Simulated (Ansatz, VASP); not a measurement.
**As2Se in VASP and in Ansatz**

```xyz
6
Lattice="0.0000 3.9349 3.9349 3.9349 0.0000 3.9349 3.9349 3.9349 0.0000" Properties=species:S:1:pos:R:3 pbc="T T T"
As    4.9186    4.9186    4.9186
As    4.9186    2.9511    2.9511
As    2.9511    2.9511    4.9186
As    2.9511    4.9186    2.9511
Se    0.0000    0.0000    0.0000
Se    1.9674    1.9674    1.9674
```

Change from the starting cell: species swapped into the LaPt2 type (Fd-3m, No. 227).

Alike in both runs: functional PBE; k mesh 4 × 4 × 4; occupations gaussian, width 0.2 eV; no spin polarisation.

Ansatz relaxed the structure, and its values are those at the end. VASP's run is a single point on that final structure, the one shown.

|  | VASP | Ansatz |
| --- | --- | --- |
| version | VASP 6.6.1 | Ansatz 0.2.0 |
| potentials or method | VASP PAW PBE potentials, release 64 (As, Se), cutoff 500 eV | scalar-relativistic, plane waves, PAW |
| valence electrons in the cell | 32 | 92 |

```tsv
	VASP	Ansatz	Ansatz less VASP
gap on the k mesh at the Fermi level (eV)	none	none	-
pressure (GPa)	0.4	0.3	-0.06
```

A gap of «none» marks a metal or a gap that the smearing closes. VASP's potentials hold 32 valence electrons a cell and Ansatz's 92, so a difference there can come from the potentials and not from the codes.
